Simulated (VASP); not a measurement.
AlN: single point with LDA

The system is AlN.

```xyz
4
Lattice="3.0115 0.0000 0.0000 -1.5058 2.6081 0.0000 0.0000 0.0000 4.8202" Properties=species:S:1:pos:R:3 pbc="T T T"
Al    0.0000    1.7052    0.0073
Al    1.5058    0.9029    2.4174
N     0.0000    1.7686    1.8484
N     1.5058    0.8394    4.2585
```

```yaml
Program: VASP 6.6.1
Task: single point
Functional: LDA
Potentials_or_basis: VASP PAW LDA potentials, release 64 (Al, N)
Cutoff: 520 eV
k_mesh: 9 × 9 × 6
Occupations: gaussian, width 0.05 eV
Spin: no spin polarisation
Dipole_correction: no
Further_INCAR_settings: ALGO = Normal; EDIFF = 1e-06; NBANDS = 16
```

```yaml
Pressure: 19.4 GPa
Largest_force: 0.195 eV/Å
Band_gap_on_the_k_mesh: 4.91 eV, indirect (least direct gap 5.10 eV)
```

Forces in eV/Å, atoms in the order of the input:
```
Al   0.000  0.193 -0.024
Al   0.000 -0.193 -0.024
N    0.000 -0.071  0.024
N    0.000  0.071  0.024
```

Stress tensor (GPa, compression positive):
```
19.95  0.00  0.00
 0.00 19.81  0.00
 0.00  0.00 18.51
```

Levels at points of the mesh, in eV from the valence-band top:
```
           k point  band 5  band 6  band 7  band 8  band 9  band 10  band 11  band 12
(0.00, 0.00, 0.00)   -0.91   -0.31   -0.20    0.00    5.10     7.40    11.26    11.51
(0.00, 0.00, 0.50)   -0.62   -0.62   -0.59   -0.59    7.27     7.27    10.94    10.94
```

Wall time 68 s on 1 thread of AMD EPYC 7R43 64-Core Processor (Zen 3), with other jobs on the host, peak memory 0.13 GiB.

A k mesh can miss the band edges. A hybrid or GW would open this gap; LDA tends to underestimate it.
